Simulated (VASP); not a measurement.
# PtS2 (R-3m) in VASP: further runs

PtS2 is run at these levels: PBE+D3(BJ); tasks: single point.

Everything below comes from runs of VASP 6.6.1. Logs are shortened: lines on timing, memory, paths and dates and some standing lists are left out, and cuts for length are marked.

### Step 1. The cell of the first run

Symmetry: R-3m, No. 166, trigonal system. The conventional cell has a = 3.384 Å, b = 3.384 Å, c = 16.527 Å, α = 90.00°, β = 90.00°, γ = 120.00°. Pt (site symmetry -3m) has 6 S at 2.40 Å within 3.2 Å. Within 3.2 Å of S (site symmetry 3m) lie 3 Pt at 2.40 Å.

### Step 2. Single point, PBE+D3(BJ)

INCAR reads:

```
SYSTEM = PtS2
PREC = Accurate
ENCUT = 520
EDIFF = 1E-6
ISMEAR = 0
SIGMA = 0.1
LREAL = .False.
LASPH = .True.
NELM = 60
ALGO = Normal
ISIF = 2
LWAVE = .False.
LCHARG = .False.
GGA = PE
IVDW = 12
NBANDS = 18
```

KPOINTS reads:

```
regular mesh
0
Gamma
  6 6 6
  0 0 0
```

POSCAR reads:

```
PtS2
1.0
    1.6920000000      0.9768766600      5.5089985600
   -1.6920000000      0.9768766600      5.5089985600
    0.0000000000     -1.9537533100      5.5089985600
Pt S
1 2
Direct
    0.0000000000      0.0000000000      0.0000000000
    0.7510050900      0.7510050900      0.7510050900
    0.2489949100      0.2489949100      0.2489949100
```

Potentials or basis: VASP PAW PBE potentials, release 64 (Pt, S).

Run with:

```sh
$ cat potpaw_PBE.64/Pt/POTCAR potpaw_PBE.64/S/POTCAR > POTCAR
$ mpirun -np 1 vasp_std > vasp.out
```

OUTCAR:

```text
SYSTEM = PtS2
   PREC = Accurate
   ENCUT = 520
   EDIFF = 1E-6
   ISMEAR = 0
   LREAL = .False.
   LASPH = .True.
   NELM = 60
   ISIF = 2
   GGA = PE
   IVDW = 12
 IVDW          = 12

 ion  position               nearest neighbor table
   1  0.000  0.000  0.000-   2 2.40   2 2.40   3 2.40   3 2.40   2 2.40   3 2.40
   2  0.751  0.751  0.751-   1 2.40   1 2.40   1 2.40
   3  0.249  0.249  0.249-   1 2.40   1 2.40   1 2.40

  LATTYP: Found a trigonal (rhomboedric) cell.
 ALAT       =     5.8451875199
 COS(alpha) =     0.8324155119

  Lattice vectors:

 A1 = (   1.6920000000,   0.9768766600,   5.5089985600)
 A2 = (  -1.6920000000,   0.9768766600,   5.5089985600)
 A3 = (   0.0000000000,  -1.9537533100,   5.5089985600)

Analysis of symmetry for initial positions (statically):
=====================================================================
 Subroutine PRICEL returns:
 Original cell was already a primitive cell.

 Routine SETGRP: Setting up the symmetry group for a
 trigonal (rhombohedral) supercell.

 Subroutine GETGRP returns: Found 12 space group operations
 (whereof 12 operations were pure point group operations)
 out of a pool of 12 trial point group operations.

The static configuration has the point symmetry D_3d.

Analysis of symmetry for dynamics (positions and initial velocities):
=====================================================================
 Subroutine PRICEL returns:
 Original cell was already a primitive cell.

 Routine SETGRP: Setting up the symmetry group for a
 trigonal (rhombohedral) supercell.

 Subroutine GETGRP returns: Found 12 space group operations
 (whereof 12 operations were pure point group operations)
 out of a pool of 12 trial point group operations.

The dynamic configuration has the point symmetry D_3d.

 Subroutine INISYM returns: Found 12 space group operations
 (whereof 12 operations are pure point group operations),
 and found     1 'primitive' translations

----------------------------------------------------------------------------------------

                                     Primitive cell

  volume of cell :      54.6341

  direct lattice vectors                    reciprocal lattice vectors
     1.692000000  0.976876660  5.508998560     0.295508274  0.170611781  0.060507065
    -1.692000000  0.976876660  5.508998560    -0.295508274  0.170611781  0.060507065
     0.000000000 -1.953753310  5.508998560     0.000000000 -0.341223563  0.060507065

  length of vectors
     5.845187520  5.845187520  5.845187519     0.346546714  0.346546714  0.346546714

  position of ions in fractional coordinates (direct lattice)
     0.000000000  0.000000000  0.000000000
     0.751005090  0.751005090  0.751005090
     0.248994910  0.248994910  0.248994910

  ion indices of the primitive-cell ions
   primitive index   ion index
                 1           1
                 2           2
                 3           3

----------------------------------------------------------------------------------------

 KPOINTS: regular mesh

Automatic generation of k-mesh.
 Grid dimensions read from file:
 generate k-points for:    6    6    6

 Generating k-lattice:

  Cartesian coordinates                     Fractional coordinates (reciprocal lattice)
     0.049251379  0.028435297  0.010084511     0.166666667 -0.000000000  0.000000000
    -0.049251379  0.028435297  0.010084511    -0.000000000  0.166666667  0.000000000
     0.000000000 -0.056870594  0.010084511    -0.000000000 -0.000000000  0.166666667

  Length of vectors
     0.057757786  0.057757786  0.057757786

  Shift w.r.t. Gamma in fractional coordinates (k-lattice)
     0.000000000  0.000000000  0.000000000

 Subroutine IBZKPT returns following result:
 ===========================================

 Found     32 irreducible k-points:

 Following reciprocal coordinates:
            Coordinates               Weight
  0.000000  0.000000  0.000000      1.000000
  0.166667  0.000000 -0.000000      6.000000
  0.333333  0.000000  0.000000      6.000000
  0.500000  0.000000  0.000000      3.000000
  0.166667  0.166667 -0.000000      6.000000
  0.333333  0.166667  0.000000     12.000000
[... 16 lines left out ...]
  0.500000  0.500000  0.166667      6.000000
 -0.333333  0.500000  0.166667     12.000000
 [... further k-points ...]
   k-points           NKPTS =     32   k-points in BZ     NKDIM =     32   number of bands    NBANDS=     18
   number of dos      NEDOS =    301   number of ions     NIONS =      3
   total plane-waves  NPLWV = 110592
   dimension x,y,z NGX =    48 NGY =   48 NGZ =   48
   dimension x,y,z NGXF=    96 NGYF=   96 NGZF=   96
   ions per type =               1   2
   NGX,Y,Z   is equivalent  to a cutoff of  13.65, 13.65, 13.65 a.u.
   NGXF,Y,Z  is equivalent  to a cutoff of  27.30, 27.30, 27.30 a.u.
 SYSTEM =  PtS2
   PREC   = accura    normal or accurate (medium, high low for compatibility)
   ISTART =      0    job   : 0-new  1-cont  2-samecut
   ICHARG =      2    charge: 1-file 2-atom 10-const
   ISPIN  =      1    spin polarized calculation?
   LNONCOLLINEAR =      F non collinear calculations
   LSORBIT =      F    spin-orbit coupling
   LASPH  =      T    aspherical Exc in radial PAW
   ENCUT  =  520.0 eV  38.22 Ry    6.18 a.u.  10.87 10.87 10.87*2*pi/ulx,y,z
   NELM   =     60;   NELMIN=  2; NELMDL= -5     # of ELM steps
   EDIFF  = 0.1E-05   stopping-criterion for ELM
   LREAL  =      F    real-space projection
   EDIFFG = 0.1E-04   stopping-criterion for IOM
   NSW    =      0    number of steps for IOM
   IBRION =     -1    ionic relax: 0-MD 1-quasi-New 2-CG
   NFREE  =      0    steps in history (QN), initial steepest desc. (CG)
   ISIF   =      2    stress and relaxation
   ISYM   =      2    0-nonsym 1-usesym 2-fastsym
   POTIM  = 0.5000    time-step for ionic-motion
   TEBEG  =    0.0;   TEEND  =   0.0 temperature during run
   PSTRESS=    0.0 pullay stress
   NELECT =      22.0000    total number of electrons
   NUPDOWN=      -1.0000    fix difference up-down
   EMIN   =  10.00;   EMAX   =-10.00  energy-range for DOS
   EFERMI =   0.00;   METHOD = LEGACY
   ISMEAR =     0;   SIGMA  =   0.10  broadening in eV -4-tet -1-fermi 0-gaus
   EFERMI_NEDOS =   21; number of points for ismear=-14 and -15
   IALGO  =     38    algorithm
   IMIX   =      4    mixing-type and parameters
     AMIX     =   0.40;   BMIX     =  1.00
     AMIX_MAG =   1.60;   BMIX_MAG =  1.00
  volume/ion in A,a.u.               =      18.21       122.90
  Fermi-wavevector in a.u.,A,eV,Ry     =   1.208911  2.284511 19.884455  1.461466
  Thomas-Fermi vector in A             =   2.344505
   LORBIT       =      0    0 simple, 1 ext, 2 COOP (PROOUT), +10 PAW based schemes
   GGA     = PE    functional components
   LHFCALC =     F    Hartree Fock is set to
   AEXX    =    0.0000 exact exchange contribution
   IVDW    =    12    specifies the selected vdW correction
   LEPSILON=     F    determine dielectric tensor
   LRPA    =     F    only Hartree local field effects (RPA)
 non-spin polarized calculation
 Gauss-broadening in eV      SIGMA  =   0.10
  energy-cutoff  :      520.00
  volume of cell :       54.63
 maximum number of plane-waves:      1490
 NGX is ok and might be reduce to    48
   NGX = 21   NGY = 21   NGZ = 21

 number of electron      22.0000000 magnetization

 Free energy of the ion-electron system (eV)
  ---------------------------------------------------
  ext. energy  EPLUGINS =         0.00000000
  ---------------------------------------------------
  free energy    TOTEN  =       -15.08181722 eV

  energy without entropy =      -15.08181722  energy(sigma->0) =      -15.08181722

 E-fermi :   6.9025     XC(G=0): -10.6897

 val. band max:        6.5203072770   @ k =   0.5000   0.3333   0.3333
 cond. band min:       7.2927226379   @ k =  -0.3333   0.1667  -0.0000
 fundamental gap:      0.7724153610
 Fermi energy:         6.9024781407

 k-point     1 :       0.0000    0.0000    0.0000
  band No.  band energies     occupation
      1      -8.3455      2.00000
      2      -6.0522      2.00000
      3      -0.4646      2.00000
      4       0.8420      2.00000
      5       0.8420      2.00000
      6       3.1311      2.00000
[... 10 lines left out ...]
     17      15.1658      0.00000
     18      18.3349      0.00000

 k-point     2 :       0.1667    0.0000   -0.0000
  band No.  band energies     occupation
      1      -7.9646      2.00000
      2      -6.0836      2.00000
      3      -0.0380      2.00000
      4       0.8455      2.00000
      5       1.0003      2.00000
      6       2.5336      2.00000
[... 10 lines left out ...]
     17      16.2349      0.00000
     18      16.9794      0.00000

 k-point     3 :       0.3333    0.0000    0.0000
  band No.  band energies     occupation
      1      -7.0647      2.00000
      2      -6.0883      2.00000
      3       0.3404      2.00000
      4       0.9166      2.00000
      5       1.0945      2.00000
      6       1.6929      2.00000
[... 10 lines left out ...]
     17      16.7953      0.00000
     18      17.3182      0.00000

 k-point     4 :       0.5000    0.0000    0.0000
  band No.  band energies     occupation
      1      -6.6114      2.00000
      2      -5.9137      2.00000
      3      -0.4402      2.00000
      4       1.0274      2.00000
      5       1.0710      2.00000
      6       1.9004      2.00000
[... 375 lines left out ...]
      4       0.8940      2.00000
      5       1.6191      2.00000
      6       1.7941      2.00000
[... 10 lines left out ...]
     17      15.8905      0.00000
     18      16.7309      0.00000

 k-point    23 :       0.5000    0.5000    0.1667
  band No.  band energies     occupation
      1      -6.7666      2.00000
      2      -6.4333      2.00000
      3       0.1699      2.00000
      4       0.7385      2.00000
      5       1.1701      2.00000
      6       1.9365      2.00000
[... 10 lines left out ...]
     17      15.9727      0.00000
     18      16.0140      0.00000

 k-point    24 :      -0.3333    0.5000    0.1667
  band No.  band energies     occupation
      1      -6.3717      2.00000
      2      -6.1853      2.00000
      3      -0.1938      2.00000
      4       0.7733      2.00000
      5       1.2630      2.00000
      6       2.0446      2.00000
[... 10 lines left out ...]
     17      15.5126      0.00000
     18      16.7997      0.00000

 [... further k-points ...]

------------------------ aborting loop because EDIFF is reached ----------------------------------------

 Edisp (eV)   -1.27330

 E8    (eV) :    -0.5087

  FORCE on cell =-STRESS in cart. coord.  units (eV):
  Direction    XX          YY          ZZ          XY          YZ          ZX
  --------------------------------------------------------------------------------------
  -------------------------------------------------------------------------------------
  Total       1.66901     1.66901    -2.13261     0.00000    -0.00000    -0.00000
  in kB      48.94459    48.94459   -62.54006     0.00000    -0.00000    -0.00000
  external pressure =       11.78 kB  Pullay stress =        0.00 kB

 VOLUME and BASIS-vectors are now :
 -----------------------------------------------------------------------------
  energy-cutoff  :      520.00
  volume of cell :       54.63
      direct lattice vectors                 reciprocal lattice vectors
     1.692000000  0.976876660  5.508998560     0.295508274  0.170611781  0.060507065
    -1.692000000  0.976876660  5.508998560    -0.295508274  0.170611781  0.060507065
     0.000000000 -1.953753310  5.508998560     0.000000000 -0.341223563  0.060507065

 POSITION                                       TOTAL-FORCE (eV/Angst)
 -----------------------------------------------------------------------------------
      0.00000      0.00000      0.00000         0.000000      0.000000      0.000000
      0.00000      0.00000     12.41186         0.000000     -0.000000     -0.925204
      0.00000      0.00000      4.11514         0.000000      0.000000      0.925204
 -----------------------------------------------------------------------------------
    total drift:                                0.000000     -0.000000      0.000000

  FREE ENERGIE OF THE ION-ELECTRON SYSTEM (eV)
  ---------------------------------------------------
  free  energy   TOTEN  =       -16.3551142564 eV

  energy  without entropy=      -16.3551142549  energy(sigma->0) =      -16.35511426
```

Run time: 69 s. Hardware: 1 thread of Intel Xeon Platinum 8259CL at 2.50GHz (Skylake/Cascade Lake), shared host; peak memory 0.32 GiB.

What came out:

| Item | Value |
| --- | --- |
| Free energy | -16.3551 eV |
| Pressure | 1.2 GPa |
| Largest force | 0.925 eV/Å |
| Band gap on the k mesh | 0.77 eV, indirect (least direct gap 1.09 eV) |
| Dispersion energy per atom | -0.424 eV |

Forces on the atoms (eV/Å):
```
Pt   0.000  0.000  0.000
S    0.000  0.000 -0.925
S    0.000  0.000  0.925
```

Caveat: spin-orbit coupling is left out, which moves the levels of the heavy elements. A k mesh can miss the band edges.

### Step 3. Single point, PBE+D3(BJ)

This run uses another cell than the first one, of 19.43 Å³/atom, 1.067 times its volume.

INCAR is that of step 2.

KPOINTS reads:

```
Automatic mesh
0
Gamma
  6 6 6
  0 0 0
```

POSCAR reads:

```
PtS2
1.0
    1.7714538046      1.0227493326      5.3609868418
   -1.7714538046      1.0227493326      5.3609868418
    0.0000000000     -2.0454986603      5.3609868427
Pt S
1 2
Direct
    0.0000000000      0.0000000000      0.0000000000
    0.7435715899      0.7435715899      0.7435715899
    0.2564284101      0.2564284101      0.2564284101
```

Potentials or basis: VASP PAW PBE potentials, release 64 (Pt, S).

Run with:

```sh
$ cat potpaw_PBE.64/Pt/POTCAR potpaw_PBE.64/S/POTCAR > POTCAR
$ mpirun -np 1 vasp_std > vasp.out
```

Wall time 1.8 min (1 thread of Intel Xeon Platinum 8259CL at 2.50GHz (Skylake/Cascade Lake), shared host); peak memory 0.32 GiB.

It converged, with:

| Quantity | Value |
| --- | --- |
| Free energy | -16.5751 eV |
| Pressure | -0.5 GPa |
| Largest force | 0.042 eV/Å |
| Band gap on the k mesh | 1.16 eV, indirect (least direct gap 1.37 eV) |
| Dispersion energy per atom | -0.396 eV |

Forces in eV/Å, atoms in the order of the input:
```
Pt   0.000  0.000  0.000
S    0.000  0.000 -0.042
S    0.000  0.000  0.042
```

Levels at points of the mesh, in eV from the valence-band top:
| k point | band 7 | band 8 | band 9 | band 10 | band 11 | band 12 | band 13 | band 14 | band 15 | band 16 |
| --- | --- | --- | --- | --- | --- | --- | --- | --- | --- | --- |
| (0.00, 0.00, 0.00) | -3.45 | -1.61 | -0.74 | -0.74 | -0.05 | 2.56 | 2.56 | 5.20 | 5.58 | 8.03 |
| (0.50, 0.00, 0.00) | -2.73 | -2.63 | -2.44 | -2.37 | -2.20 | 1.95 | 2.16 | 5.96 | 6.33 | 8.76 |
| (0.50, 0.50, 0.00) | -2.79 | -2.73 | -2.70 | -2.30 | -1.63 | 2.70 | 2.75 | 4.24 | 5.93 | 8.63 |
| (0.50, 0.50, 0.50) | -3.45 | -2.21 | -1.06 | -0.94 | -0.94 | 2.75 | 2.75 | 5.75 | 7.19 | 8.58 |

Caveat: spin-orbit coupling is left out, which moves the levels of the heavy elements.
